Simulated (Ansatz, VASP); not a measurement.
**Two plane-wave programs on Be3TeO2**

Contents of INCAR:

```
SYSTEM = Be3TeO2
PREC = Accurate
ENCUT = 520
EDIFF = 1E-7
ISMEAR = 0
SIGMA = 0.1
LREAL = .False.
LASPH = .True.
NELM = 80
ALGO = Normal
ISIF = 2
LWAVE = .False.
LCHARG = .False.
GGA = PE
NBANDS = 21
```

Contents of KPOINTS:

```
Automatic mesh
0
Gamma
  6 6 4
  0 0 0
```

Contents of POSCAR:

```
Be3TeO2
1.0
    4.7686818600      0.0000000000      0.0000000000
   -2.3843409300      4.1297996300      0.0000000000
    0.0000000000      0.0000000000      4.0219355100
Be Te O
3 1 2
Direct
    0.5000000000      0.0000000000      0.5000000000
    0.0000000000      0.5000000000      0.5000000000
    0.5000000000      0.5000000000      0.5000000000
    0.0000000000      0.0000000000      0.5000000000
    0.3333333300      0.6666666700      0.5000000000
    0.6666666700      0.3333333300      0.5000000000
```

Input for Ansatz:

```yaml
crystal:
  lattice:
    - [4.76868186, 0.0, 0.0]
    - [-2.38434093, 4.12979963, 0.0]
    - [0.0, 0.0, 4.02193551]
  atoms:
    - { symbol: Be, position: [0.5, 0.0, 0.5] }
    - { symbol: Be, position: [0.0, 0.5, 0.5] }
    - { symbol: Be, position: [0.5, 0.5, 0.5] }
    - { symbol: Te, position: [0.0, 0.0, 0.5] }
    - { symbol: O, position: [0.33333333, 0.66666667, 0.5] }
    - { symbol: O, position: [0.66666667, 0.33333333, 0.5] }
basis:
  ecutwfc: 420
kpoints:
  mp_grid: { grid: [6, 6, 4] }
hamiltonian:
  xc: pbe
scf:
  occupations: { method: gaussian, width: 0.1 }
  lower_state_search: "off"
output:
  forces: true
  stress: true
  eigenvalues: true
```

Alike in both runs: task single point; functional PBE; k mesh 6 × 6 × 4; occupations gaussian, width 0.1 eV; no spin polarisation.

```csv
,VASP,Ansatz
version,VASP 6.6.1,Ansatz 0.2.0
potentials or method,"VASP PAW PBE potentials, release 64 (Be, Te, O), cutoff 520 eV","scalar-relativistic, plane waves, PAW"
valence electrons in the cell,24,34
```

|  | VASP | Ansatz | Ansatz less VASP |
| --- | --- | --- | --- |
| gap on the k mesh at the Fermi level (eV) | 1.62 | 1.63 | +0.015 |
| least direct gap on the mesh (eV) | 1.62 | 1.63 | +0.015 |

With one functional, cell and mesh, what is left measures potentials, basis and numerics. VASP's potentials hold 24 valence electrons a cell and Ansatz's 34, so a difference there can come from the potentials and not from the codes.

Neither program's run includes spin-orbit coupling.
